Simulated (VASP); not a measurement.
# Li (P6/mmm) in VASP: notebook, part 2 of 2

VASP 6.6.1.

### Step 4. Single point, r2SCAN (19.34 Å³/atom)

This run uses another cell than the first one, of 19.34 Å³/atom.

Input file POSCAR:

```
Li
1.0
    4.8549836733      0.0000000000      0.0000000000
   -2.4274918366      4.2045391960      0.0000000000
    0.0000000000      0.0000000000      2.8428460858
Li
3
Direct
    0.0000000000      0.0000000000      0.0000000000
    0.3333333333      0.6666666667      0.5000000000
    0.6666666667      0.3333333333      0.5000000000
```

Input file INCAR.step1:

```
SYSTEM = Li
  ALGO = Normal
  EDIFF = 1E-4
  ENCUT = 520
  GGA = PE
  ISMEAR = -1
  LASPH = .TRUE.
  LCHARG = .FALSE.
  LREAL = .FALSE.
  LWAVE = .TRUE.
  NBANDS = 12
  NELM = 60
  PREC = Accurate
  SIGMA = 0.1
```

Input file INCAR.step2:

```
SYSTEM = Li
  ALGO = Normal
  EDIFF = 1E-6
  ENCUT = 520
  ISIF = 2
  ISMEAR = -1
  ISTART = 1
  LASPH = .TRUE.
  LCHARG = .TRUE.
  LELF = .TRUE.
  LMIXTAU = .TRUE.
  LREAL = .FALSE.
  LVHAR = .TRUE.
  LWAVE = .FALSE.
  METAGGA = R2SCAN
  NBANDS = 12
  NELM = 60
  PREC = Accurate
  SIGMA = 0.1
```

Input file KPOINTS:

```
k-points
0
G
  8 8 12
  0 0 0
```

Potentials or basis: VASP PAW PBE potentials, release 64 (Li_sv).

On the command line:

```
cat potpaw_PBE.64/Li_sv/POTCAR > POTCAR
cp INCAR.step1 INCAR
mpirun -np 1 vasp_std > vasp.out
cp INCAR.step2 INCAR
mpirun -np 1 vasp_std > vasp.out
```

OUTCAR:

```text
SYSTEM = Li
   EDIFF = 1E-6
   ENCUT = 520
   ISIF = 2
   ISMEAR = -1
   ISTART = 1
   LASPH = .TRUE.
   LREAL = .FALSE.
   METAGGA = R2SCAN
   NELM = 60
   PREC = Accurate

 ion  position               nearest neighbor table
   1  0.000  0.000  0.000-
   2  0.333  0.667  0.500-
   3  0.667  0.333  0.500-

  LATTYP: Found a hexagonal cell.
 ALAT       =     4.8549836733
 C/A-ratio  =     0.5855521413

  Lattice vectors:

[... 549 lines left out ...]

  FORCE on cell =-STRESS in cart. coord.  units (eV):
  Direction    XX          YY          ZZ          XY          YZ          ZX
  --------------------------------------------------------------------------------------
  -------------------------------------------------------------------------------------
  Total        0.2390379      0.2390379      0.3768199      0.0000000      0.0000000      0.0000000
  in kB        6.5996020      6.5996020     10.4036296      0.0000000      0.0000000      0.0000000
  external PRESSURE =       7.8676112 kB  Pullay stress =       0.0000000 kB

 VOLUME and BASIS-vectors are now :
 -----------------------------------------------------------------------------
  energy-cutoff  :      520.00
  volume of cell :       58.03
      direct lattice vectors                 reciprocal lattice vectors
     4.854983673  0.000000000  0.000000000     0.205973916  0.118919096  0.000000000
    -2.427491837  4.204539196  0.000000000     0.000000000  0.237838192  0.000000000
     0.000000000  0.000000000  2.842846086     0.000000000  0.000000000  0.351760162

 POSITION                                       TOTAL-FORCE (eV/Angst)
 -----------------------------------------------------------------------------------
      0.00000      0.00000      0.00000         0.000000      0.000000      0.000000
     -0.00000      2.80303      1.42142        -0.000000      0.000000      0.000000
      2.42749      1.40151      1.42142         0.000000      0.000000     -0.000000
 -----------------------------------------------------------------------------------
    total drift:                                0.000000      0.000000     -0.000000

  FREE ENERGIE OF THE ION-ELECTRON SYSTEM (eV)
  ---------------------------------------------------
  free  energy   TOTEN  =        -7.1137059728 eV

  energy  without entropy=       -7.0695694497  energy(sigma->0) =       -7.09163771
```

OUTCAR.step1:

```text
SYSTEM = Li
   EDIFF = 1E-4
   ENCUT = 520
   GGA = PE
   ISMEAR = -1
   LASPH = .TRUE.
   LREAL = .FALSE.
   NELM = 60
[... 582 lines left out ...]
      0.00000      0.00000      0.00000        -0.000000      0.000000      0.000000
     -0.00000      2.80303      1.42142        -0.000000      0.000000      0.000000
      2.42749      1.40151      1.42142         0.000000     -0.000000     -0.000000
 -----------------------------------------------------------------------------------
    total drift:                                0.000000      0.000000     -0.000000

  FREE ENERGIE OF THE ION-ELECTRON SYSTEM (eV)
  ---------------------------------------------------
  free  energy   TOTEN  =        -5.6949701188 eV

  energy  without entropy=       -5.6471933253  energy(sigma->0) =       -5.67108172
```

Run time: 2.2 min. Hardware: 1 thread of AMD EPYC 9R45 (Zen 5), shared host; peak memory 0.15 GiB.

Results:

* Free energy: -7.1137 eV
* Band gap on the k mesh: zero (an odd number of electrons rules out a gap without spin polarisation)

Caveat: the cutoff is under 1.25 times the usual one of these potentials, so pressure, stress and relaxed cells hold a basis-set (Pulay) error; the PAW data sets were made with another functional, which shifts forces and pressure a little.

### Step 5. Single point, r2SCAN (20.18 Å³/atom)

This run uses another cell than the first one, of 20.18 Å³/atom.

Input file POSCAR:

```
Li
1.0
    4.9243499547      0.0000000000      0.0000000000
   -2.4621749773      4.2646121579      0.0000000000
    0.0000000000      0.0000000000      2.8834636604
Li
3
Direct
    0.0000000000      0.0000000000      0.0000000000
    0.3333333333      0.6666666667      0.5000000000
    0.6666666667      0.3333333333      0.5000000000
```

Input file INCAR.step1:

```
PREC     = Accurate       # precision mode
ENCUT    = 520            # plane-wave cutoff, eV
ISMEAR   = -1             # smearing method
SIGMA    = 0.1            # smearing width, eV
LREAL    = F              # projectors in reciprocal space
LASPH    = T              # aspherical terms in the spheres
NELM     = 80             # most SCF steps
NBANDS   = 12             # bands
GGA      = PE             # functional
ALGO     = Normal         # electronic algorithm
EDIFF    = 1E-4           # SCF threshold, eV
LWAVE    = T              # write WAVECAR
LCHARG   = F              # write CHGCAR
```

Input file INCAR.step2:

```
PREC     = Accurate       # precision mode
ENCUT    = 520            # plane-wave cutoff, eV
EDIFF    = 1E-6           # SCF threshold, eV
ISMEAR   = -1             # smearing method
SIGMA    = 0.1            # smearing width, eV
LREAL    = F              # projectors in reciprocal space
LASPH    = T              # aspherical terms in the spheres
NELM     = 80             # most SCF steps
ALGO     = Normal         # electronic algorithm
ISIF     = 2              # what is computed and relaxed
LWAVE    = F              # write WAVECAR
LCHARG   = F              # write CHGCAR
METAGGA  = R2SCAN         # meta-GGA
LMIXTAU  = T            
NBANDS   = 12             # bands
ISTART   = 1
```

Input file KPOINTS:

```
regular mesh
0
Gamma
  8 8 12
```

Potentials or basis: VASP PAW PBE potentials, release 64 (Li_sv).

On the command line:

```
cat potpaw_PBE.64/Li_sv/POTCAR > POTCAR
cp INCAR.step1 INCAR
mpirun -np 1 vasp_std > vasp.out
cp INCAR.step2 INCAR
mpirun -np 1 vasp_std > vasp.out
```

OUTCAR:

```text
PREC = Accurate
   ENCUT = 520
   EDIFF = 1E-6
   ISMEAR = -1
   LREAL = F
   LASPH = T
   NELM = 80
   ISIF = 2
   METAGGA = R2SCAN
   ISTART = 1

 ion  position               nearest neighbor table
   1  0.000  0.000  0.000-
   2  0.333  0.667  0.500-
   3  0.667  0.333  0.500-

  LATTYP: Found a hexagonal cell.
 ALAT       =     4.9243499547
 C/A-ratio  =     0.5855521413

  Lattice vectors:

 A1 = (   4.9243499547,   0.0000000000,   0.0000000000)
 A2 = (  -2.4621749773,   4.2646121579,   0.0000000000)
 A3 = (   0.0000000000,   0.0000000000,   2.8834636604)

Analysis of symmetry for initial positions (statically):
=====================================================================
 Subroutine PRICEL returns:
 Original cell was already a primitive cell.

 Routine SETGRP: Setting up the symmetry group for a
 hexagonal supercell.

 Subroutine GETGRP returns: Found 24 space group operations
 (whereof 24 operations were pure point group operations)
[... 177 lines left out ...]
      3     -47.3472      2.00000
      4      -3.2368      2.00000
      5       2.9261      0.00000
      6       2.9264      0.00000
      7       2.9799      0.00000
      8       2.9802      0.00000
      9       7.0085      0.00000
     10       7.2133      0.00000
     11      11.8927      0.00000
     12      16.2886      0.00000
[... 331 lines left out ...]
 k-point    24 :       0.3750   -0.0000    0.1667
  band No.  band energies     occupation
      1     -47.4564      2.00000
      2     -47.4459      2.00000
      3     -47.3447      2.00000
      4      -1.8825      2.00000
      5      -0.1994      1.99956
      6       1.4281      0.00078
      7       4.1622      0.00000
      8       7.9414      0.00000
      9       8.5277      0.00000
     10       9.9157      0.00000
     11      10.7564      0.00000
     12      12.0355      0.00000

 [... further k-points ...]

------------------------ aborting loop because EDIFF is reached ----------------------------------------

  FORCE on cell =-STRESS in cart. coord.  units (eV):
  Direction    XX          YY          ZZ          XY          YZ          ZX
  --------------------------------------------------------------------------------------
  -------------------------------------------------------------------------------------
  Total        0.0314494      0.0314494      0.1423607      0.0000000      0.0000000     -0.0000000
  in kB        0.8321084      0.8321084      3.7666723      0.0000000      0.0000000     -0.0000000
  external PRESSURE =       1.8102964 kB  Pullay stress =       0.0000000 kB

 VOLUME and BASIS-vectors are now :
 -----------------------------------------------------------------------------
  energy-cutoff  :      520.00
  volume of cell :       60.55
      direct lattice vectors                 reciprocal lattice vectors
     4.924349955  0.000000000  0.000000000     0.203072489  0.117243956  0.000000000
    -2.462174977  4.264612158  0.000000000     0.000000000  0.234487912  0.000000000
     0.000000000  0.000000000  2.883463660     0.000000000  0.000000000  0.346805134

 POSITION                                       TOTAL-FORCE (eV/Angst)
 -----------------------------------------------------------------------------------
      0.00000      0.00000      0.00000         0.000000      0.000000      0.000000
     -0.00000      2.84307      1.44173        -0.000000     -0.000000      0.000000
      2.46217      1.42154      1.44173         0.000000      0.000000      0.000000
 -----------------------------------------------------------------------------------
    total drift:                               -0.000000      0.000000      0.000000

  FREE ENERGIE OF THE ION-ELECTRON SYSTEM (eV)
  ---------------------------------------------------
  free  energy   TOTEN  =        -7.1262219611 eV

  energy  without entropy=       -7.0815410677  energy(sigma->0) =       -7.10388151
```

OSZICAR.step1:

```text
N       E                     dE             d eps       ncg     rms          rms(c)
DAV:   1     0.261343798789E+02    0.26134E+02   -0.34455E+03  1680   0.662E+02
DAV:   2     0.644381271937E+00   -0.25490E+02   -0.24724E+02  1948   0.148E+02
DAV:   3    -0.561333919553E+01   -0.62577E+01   -0.61937E+01  3248   0.390E+01
DAV:   4    -0.570471059448E+01   -0.91371E-01   -0.91306E-01  2100   0.803E+00
DAV:   5    -0.570685816986E+01   -0.21476E-02   -0.21475E-02  2656   0.966E-01    0.385E-01
DAV:   6    -0.570329105671E+01    0.35671E-02   -0.10280E-03  3096   0.161E-01    0.221E-01
DAV:   7    -0.570157151059E+01    0.17195E-02   -0.23865E-03  3324   0.225E-01    0.517E-02
DAV:   8    -0.570156702598E+01    0.44846E-05   -0.48938E-05  1700   0.682E-02
   1 F= -.57015670E+01 E0= -.56773631E+01  d E =-.484078E-01
```

It took 2.6 min on 1 thread of AMD EPYC 9R45 (Zen 5), shared host; peak memory 0.17 GiB.

What came out:

| Quantity | Value |
| --- | --- |
| Free energy | -7.1262 eV |
| Band gap on the k mesh | zero (an odd number of electrons rules out a gap without spin polarisation) |

Caveat: the cutoff is under 1.25 times the usual one of these potentials, so pressure, stress and relaxed cells hold a basis-set (Pulay) error; the PAW data sets were made with another functional, which shifts forces and pressure a little.

### Step 6. Overview

| cell | k mesh | gap on the mesh (eV) |
| --- | --- | --- |
| a = 4.992, b = 4.992, c = 2.923 Å, angles 90.0, 90.0, 120.0°, 3 atoms | 7 × 7 × 10 | none |
| a = 4.784, b = 4.784, c = 2.801 Å, angles 90.0, 90.0, 120.0°, 3 atoms | 8 × 8 × 12 | none |
| a = 4.855, b = 4.855, c = 2.843 Å, angles 90.0, 90.0, 120.0°, 3 atoms | 8 × 8 × 12 | none |
| a = 4.924, b = 4.924, c = 2.883 Å, angles 90.0, 90.0, 120.0°, 3 atoms | 8 × 8 × 12 | none |

Alike in all rows: task single point; level r2SCAN; potentials or basis VASP PAW PBE potentials, release 64 (Li_sv); no spin polarisation; cutoff (eV) 520; smearing fermi-dirac 0.1 eV.

Caveats: the cutoff is under 1.25 times the usual one of these potentials, so pressure, stress and relaxed cells hold a basis-set (Pulay) error; the PAW data sets were made with another functional, which shifts forces and pressure a little.

Absolute energies hang on the potentials; compare differences alone.
